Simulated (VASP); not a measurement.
# O in VASP: notebook, part 2 of 2

VASP 6.6.1. Earlier steps stand in the parts before.

### 5 Single point, r2SCAN

This run uses another cell than the first one, of 12.78 Å³/atom, 1.275 times its volume.

POSCAR

```
O
1.0
    1.7755912600      0.0000000000      0.0000000000
    0.0000000000      1.7755912600      0.0000000000
    0.0000000000      0.0000000000      8.1061014000
O
2
Direct
    0.0000000000      0.0000000000      0.0000000000
    0.0000000000      0.0000000000      0.3766361349
```

INCAR.step1

```
PREC = Accurate
ENCUT = 520
ISMEAR = -1
SIGMA = 0.2
LREAL = False
LASPH = True
NELM = 100
NBANDS = 13
GGA = PE
ALGO = Normal
EDIFF = 1E-4
LWAVE = True
LCHARG = False
```

INCAR.step2

```
PREC = Accurate
ENCUT = 520
EDIFF = 1E-6
ISMEAR = -1
SIGMA = 0.2
LREAL = False
LASPH = True
NELM = 100
ALGO = Normal
ISIF = 2
LWAVE = False
LCHARG = False
METAGGA = R2SCAN
LMIXTAU = True
NBANDS = 13
ISTART = 1
```

KPOINTS

```
Automatic mesh
0
Gamma
  9 9 3
```

Potentials or basis: VASP PAW PBE potentials, release 64 (O).

Started as:

```console
$ cat potpaw_PBE.64/O/POTCAR > POTCAR
$ cp INCAR.step1 INCAR
$ mpirun -np 1 vasp_std > vasp.out
$ cp INCAR.step2 INCAR
$ mpirun -np 1 vasp_std > vasp.out
```

OUTCAR:

```text
PREC = Accurate
   ENCUT = 520
   EDIFF = 1E-6
   ISMEAR = -1
   LREAL = False
   LASPH = True
   NELM = 100
   ISIF = 2
   METAGGA = R2SCAN
   ISTART = 1

 ion  position               nearest neighbor table
   1  0.000  0.000  0.000-
   2  0.000  0.000  0.377-

  LATTYP: Found a simple tetragonal cell.
 ALAT       =     1.7755912600
 C/A-ratio  =     4.5652969704

  Lattice vectors:

 A1 = (   1.7755912600,   0.0000000000,   0.0000000000)
 A2 = (   0.0000000000,   1.7755912600,   0.0000000000)
 A3 = (   0.0000000000,   0.0000000000,   8.1061014000)

Analysis of symmetry for initial positions (statically):
=====================================================================
 Subroutine PRICEL returns:
 Original cell was already a primitive cell.

 Routine SETGRP: Setting up the symmetry group for a
 simple tetragonal supercell.

 Subroutine GETGRP returns: Found 16 space group operations
 (whereof  8 operations were pure point group operations)
 out of a pool of 16 trial point group operations.

The static configuration has the point symmetry C_4v.
 The point group associated with its full space group is D_4h.

Analysis of symmetry for dynamics (positions and initial velocities):
=====================================================================
 Subroutine PRICEL returns:
 Original cell was already a primitive cell.

 Routine SETGRP: Setting up the symmetry group for a
 simple tetragonal supercell.

 Subroutine GETGRP returns: Found 16 space group operations
 (whereof  8 operations were pure point group operations)
 out of a pool of 16 trial point group operations.

The dynamic configuration has the point symmetry C_4v.
 The point group associated with its full space group is D_4h.

 Subroutine INISYM returns: Found 16 space group operations
 (whereof  8 operations are pure point group operations),
 and found     1 'primitive' translations

----------------------------------------------------------------------------------------

                                     Primitive cell

  volume of cell :      25.5563

  direct lattice vectors                    reciprocal lattice vectors
     1.775591260  0.000000000  0.000000000     0.563192680  0.000000000  0.000000000
     0.000000000  1.775591260  0.000000000     0.000000000  0.563192680  0.000000000
     0.000000000  0.000000000  8.106101400     0.000000000  0.000000000  0.123363865

  length of vectors
     1.775591260  1.775591260  8.106101400     0.563192680  0.563192680  0.123363865

  position of ions in fractional coordinates (direct lattice)
     0.000000000  0.000000000  0.000000000
     0.000000000  0.000000000  0.376636135

  ion indices of the primitive-cell ions
   primitive index   ion index
                 1           1
                 2           2

----------------------------------------------------------------------------------------

 KPOINTS: Automatic mesh

Automatic generation of k-mesh.
 Grid dimensions read from file:
 generate k-points for:    9    9    3

 Generating k-lattice:

  Cartesian coordinates                     Fractional coordinates (reciprocal lattice)
     0.062576964  0.000000000  0.000000000     0.111111111  0.000000000  0.000000000
     0.000000000  0.062576964  0.000000000     0.000000000  0.111111111  0.000000000
     0.000000000  0.000000000  0.041121288     0.000000000  0.000000000  0.333333333

  Length of vectors
     0.062576964  0.062576964  0.041121288

  Shift w.r.t. Gamma in fractional coordinates (k-lattice)
     0.000000000  0.000000000  0.000000000

 Subroutine IBZKPT returns following result:
 ===========================================

 Found     30 irreducible k-points:

 Following reciprocal coordinates:
            Coordinates               Weight
  0.000000  0.000000  0.000000      1.000000
  0.111111  0.000000  0.000000      4.000000
  0.222222  0.000000  0.000000      4.000000
  0.333333  0.000000  0.000000      4.000000
  0.444444  0.000000  0.000000      4.000000
  0.111111  0.111111  0.000000      4.000000
[... 16 lines left out ...]
  0.333333  0.111111  0.333333     16.000000
  0.444444  0.111111  0.333333     16.000000
 [... further k-points ...]
   k-points           NKPTS =     30   k-points in BZ     NKDIM =     30   number of bands    NBANDS=     13
   number of dos      NEDOS =    301   number of ions     NIONS =      2
   total plane-waves  NPLWV =  11760
   dimension x,y,z NGX =    14 NGY =   14 NGZ =   60
   dimension x,y,z NGXF=    28 NGYF=   28 NGZF=  120
   ions per type =               2
   NGX,Y,Z   is equivalent  to a cutoff of  13.11, 13.11, 12.31 a.u.
   NGXF,Y,Z  is equivalent  to a cutoff of  26.22, 26.22, 24.61 a.u.
 SYSTEM =  unknown system
   PREC   = accura    normal or accurate (medium, high low for compatibility)
   ISTART =      1    job   : 0-new  1-cont  2-samecut
   ICHARG =      0    charge: 1-file 2-atom 10-const
   ISPIN  =      1    spin polarized calculation?
   LNONCOLLINEAR =      F non collinear calculations
   LSORBIT =      F    spin-orbit coupling
   LASPH  =      T    aspherical Exc in radial PAW
   ENCUT  =  520.0 eV  38.22 Ry    6.18 a.u.   3.30  3.30 15.07*2*pi/ulx,y,z
   NELM   =    100;   NELMIN=  2; NELMDL=  0     # of ELM steps
   EDIFF  = 0.1E-05   stopping-criterion for ELM
   LREAL  =      F    real-space projection
[... 7 lines left out ...]
   TEBEG  =    0.0;   TEEND  =   0.0 temperature during run
   PSTRESS=    0.0 pullay stress
   NELECT =      12.0000    total number of electrons
   NUPDOWN=      -1.0000    fix difference up-down
   EMIN   =  10.00;   EMAX   =-10.00  energy-range for DOS
   EFERMI =   0.00;   METHOD = LEGACY
   ISMEAR =    -1;   SIGMA  =   0.20  broadening in eV -4-tet -1-fermi 0-gaus
   EFERMI_NEDOS =   21; number of points for ismear=-14 and -15
   IALGO  =     38    algorithm
   IMIX   =      4    mixing-type and parameters
     AMIX     =   0.40;   BMIX     =  1.00
     AMIX_MAG =   1.60;   BMIX_MAG =  1.00
  volume/ion in A,a.u.               =      12.78        86.23
  Fermi-wavevector in a.u.,A,eV,Ry     =   1.272436  2.404555 22.029098  1.619093
  Thomas-Fermi vector in A             =   2.405314
   LORBIT       =      0    0 simple, 1 ext, 2 COOP (PROOUT), +10 PAW based schemes
   METAGGA = R2SCAN    functional components
   LHFCALC =     F    Hartree Fock is set to
   AEXX    =    0.0000 exact exchange contribution
   IVDW    =     0    specifies the selected vdW correction
   LEPSILON=     F    determine dielectric tensor
   LRPA    =     F    only Hartree local field effects (RPA)
 non-spin polarized calculation
  energy-cutoff  :      520.00
  volume of cell :       25.56
 maximum number of plane-waves:       715
 NGX is ok and might be reduce to    14
   NGX =  7   NGY =  7   NGZ = 31

 number of electron      11.9999997 magnetization

 Free energy of the ion-electron system (eV)
  ---------------------------------------------------
  ext. energy  EPLUGINS =         0.00000000
  ---------------------------------------------------
  free energy    TOTEN  =        -8.37638473 eV

  energy without entropy =       -8.25942115  energy(sigma->0) =       -8.31790294

 E-fermi :  -1.7278     XC(G=0):  -8.7908

 val. band max:       -1.7482478837   @ k =   0.4444   0.3333   0.3333
 cond. band min:      -1.7168063802   @ k =   0.2222   0.2222   0.0000
 fundamental gap:      0.0314415034
 Fermi energy:        -1.7278390613

 k-point     1 :       0.0000    0.0000    0.0000
  band No.  band energies     occupation
      1     -25.8158      2.00000
      2     -25.7149      2.00000
      3      -7.9775      2.00000
      4      -7.0756      2.00000
      5       2.3893      0.00000
      6       2.3893      0.00000
      7       2.3986      0.00000
      8       2.3986      0.00000
      9       5.5514      0.00000
     10       9.8449      0.00000
     11      11.1269      0.00000
     12      20.5441      0.00000
     13      25.3298      0.00000
[... 353 lines left out ...]
 k-point    24 :       0.4444    0.1111    0.3333
  band No.  band energies     occupation
      1     -19.9935      2.00000
      2     -19.9260      2.00000
      3     -10.3066      2.00000
      4     -10.2322      2.00000
      5      -3.5774      1.99981
      6      -3.1630      1.99847
      7       2.5936      0.00000
      8       2.6028      0.00000
      9      14.4493      0.00000
     10      15.1322      0.00000
     11      18.0604      0.00000
     12      19.6191      0.00000
     13      21.8017      0.00000

 [... further k-points ...]

------------------------ aborting loop because EDIFF is reached ----------------------------------------

  FORCE on cell =-STRESS in cart. coord.  units (eV):
  Direction    XX          YY          ZZ          XY          YZ          ZX
  --------------------------------------------------------------------------------------
  -------------------------------------------------------------------------------------
  Total       -0.3166399     -0.3166399     -0.0181005      0.0000000      0.0000000      0.0000000
  in kB      -19.8508076    -19.8508076     -1.1347607      0.0000000      0.0000000      0.0000000
  external PRESSURE =     -13.6121253 kB  Pullay stress =       0.0000000 kB

 VOLUME and BASIS-vectors are now :
 -----------------------------------------------------------------------------
  energy-cutoff  :      520.00
  volume of cell :       25.56
      direct lattice vectors                 reciprocal lattice vectors
     1.775591260  0.000000000  0.000000000     0.563192680  0.000000000  0.000000000
     0.000000000  1.775591260  0.000000000     0.000000000  0.563192680  0.000000000
     0.000000000  0.000000000  8.106101400     0.000000000  0.000000000  0.123363865

 POSITION                                       TOTAL-FORCE (eV/Angst)
 -----------------------------------------------------------------------------------
      0.00000      0.00000      0.00000         0.000000     -0.000000     -0.013505
      0.00000      0.00000      3.05305         0.000000      0.000000      0.013505
 -----------------------------------------------------------------------------------
    total drift:                               -0.000000     -0.000000     -0.000086

  FREE ENERGIE OF THE ION-ELECTRON SYSTEM (eV)
  ---------------------------------------------------
  free  energy   TOTEN  =        -8.3763847341 eV

  energy  without entropy=       -8.2594211460  energy(sigma->0) =       -8.31790294
```

Run time: 27 s. Hardware: 1 thread of Intel Xeon Platinum 8259CL at 2.50GHz (Skylake/Cascade Lake), shared host; peak memory 0.13 GiB.

Results:

```yaml
Free_energy: -8.3764 eV
Largest_force: 0.014 eV/Å
Band_gap_on_the_k_mesh: zero (band 6 reaches 2.39 eV, above the bottom of band 7 at -2.63 eV)
```

Forces in eV/Å, atoms in the order of the input:
```
O    0.000  0.000 -0.014
O    0.000  0.000  0.014
```

Caveat: the k points lie up to 0.39 Å⁻¹ apart; the PAW data sets were made with another functional, which shifts forces and pressure a little.

### 6 Single point, r2SCAN

This run uses another cell than the first one, of 14.35 Å³/atom, 1.433 times its volume.

POSCAR

```
O
1.0
    1.7755912600      0.0000000000      0.0000000000
    0.0000000000      1.7755912600      0.0000000000
    0.0000000000      0.0000000000      9.1061014000
O
2
Direct
    0.0000000000      0.0000000000      0.0000000000
    0.0000000000      0.0000000000      0.3352752804
```

INCAR.step1

```
PREC = Accurate ; ENCUT = 520
ISMEAR = -1 ; SIGMA = 0.2
LREAL = F ; LASPH = T
NELM = 100 ; NBANDS = 13
GGA = PE ; ALGO = Normal
EDIFF = 1E-4 ; LWAVE = T
LCHARG = F
```

INCAR.step2

```
PREC = Accurate ; ENCUT = 520
EDIFF = 1E-6 ; ISMEAR = -1
SIGMA = 0.2 ; LREAL = F
LASPH = T ; NELM = 100
ALGO = Normal ; ISIF = 2
LWAVE = F ; LCHARG = T
METAGGA = R2SCAN ; LMIXTAU = T
LELF = T ; LVHAR = T
NBANDS = 13 ; ISTART = 1
```

KPOINTS

```
regular mesh
0
Gamma
  9 9 3
```

Potentials or basis: VASP PAW PBE potentials, release 64 (O).

Started as:

```console
$ cat potpaw_PBE.64/O/POTCAR > POTCAR
$ cp INCAR.step1 INCAR
$ mpirun -np 1 vasp_std > vasp.out
$ cp INCAR.step2 INCAR
$ mpirun -np 1 vasp_std > vasp.out
```

Wall time 34 s (1 thread of Intel Xeon Platinum 8259CL at 2.50GHz (Skylake/Cascade Lake), shared host); peak memory 0.14 GiB.

Results (log left out):

```
Free energy            : -8.3762 eV
Largest force          : 0.013 eV/Å
Band gap on the k mesh : zero (band 6 reaches 1.73 eV, above the bottom of band 7 at -3.28 eV)
```

Forces in eV/Å, atoms in the order of the input:
```
O    0.000  0.000 -0.013
O    0.000  0.000  0.013
```

Levels at points of the mesh, in eV from the Fermi level:
| k point | band 2 | band 3 | band 4 | band 5 | band 6 | band 7 | band 8 | band 9 | band 10 | band 11 |
| --- | --- | --- | --- | --- | --- | --- | --- | --- | --- | --- |
| (0.00, 0.00, 0.00) | -23.99 | -6.24 | -5.36 | 4.12 | 4.12 | 4.13 | 4.13 | 7.24 | 10.68 | 11.21 |

Caveat: the k points lie up to 0.39 Å⁻¹ apart; the PAW data sets were made with another functional, which shifts forces and pressure a little.

### 7 Overview

| cell | gap on the mesh (eV) | largest force (eV/Å) |
| --- | --- | --- |
| a = 1.776, b = 1.776, c = 6.356 Å, 2 atoms | none | 0.03 |
| a = 1.776, b = 1.776, c = 6.606 Å, 2 atoms | none | 0.03 |
| a = 1.776, b = 1.776, c = 7.106 Å, 2 atoms | none | 0.02 |
| a = 1.776, b = 1.776, c = 8.106 Å, 2 atoms | none | 0.01 |
| a = 1.776, b = 1.776, c = 9.106 Å, 2 atoms | none | 0.01 |

Alike in all rows: task single point; level r2SCAN; potentials or basis VASP PAW PBE potentials, release 64 (O); no spin polarisation; k mesh 9 × 9 × 3; cutoff (eV) 520; smearing fermi-dirac 0.2 eV.

Caveats: all runs use coarse meshes; the PAW data sets were made with another functional, which shifts forces and pressure a little.

Total energies depend on the potentials used, so only differences within one code and one set of settings carry meaning.
